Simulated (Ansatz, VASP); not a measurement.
# One calculation of NaH2, two programs

```
CELL_PARAMETERS angstrom
2.02610 3.38500 3.38500
2.70555 0.00000 2.70555
2.70555 2.70555 0.00000
ATOMIC_POSITIONS crystal
Na 0.00000 0.00000 0.00000
H 0.02846 0.64769 0.64769
H 0.97154 0.35231 0.35231
```

Alike in both runs: functional PBE; k mesh 6 × 6 × 6; occupations gaussian, width 0.1 eV; no spin polarisation.

Ansatz relaxed the structure, and its values are those at the end. VASP's run is a single point on that final structure, the one shown.

|  | VASP | Ansatz |
| --- | --- | --- |
| version | VASP 6.6.1 | Ansatz 0.2.0 |
| potentials or method | VASP PAW PBE potentials, release 64 (Na_pv, H), cutoff 520 eV | scalar-relativistic, plane waves, PAW |
| valence electrons in the cell | 9 | 11 |

```csv
,VASP,Ansatz,Ansatz less VASP
gap on the k mesh at the Fermi level (eV),none,none,-
pressure (GPa),0.0,0.0,+0.05
```

A gap of «none» marks a metal or a gap that the smearing closes. VASP's potentials hold 9 valence electrons a cell and Ansatz's 11, so a difference there can come from the potentials and not from the codes.

The k mesh is coarse, so the values compare programs but aren't converged.
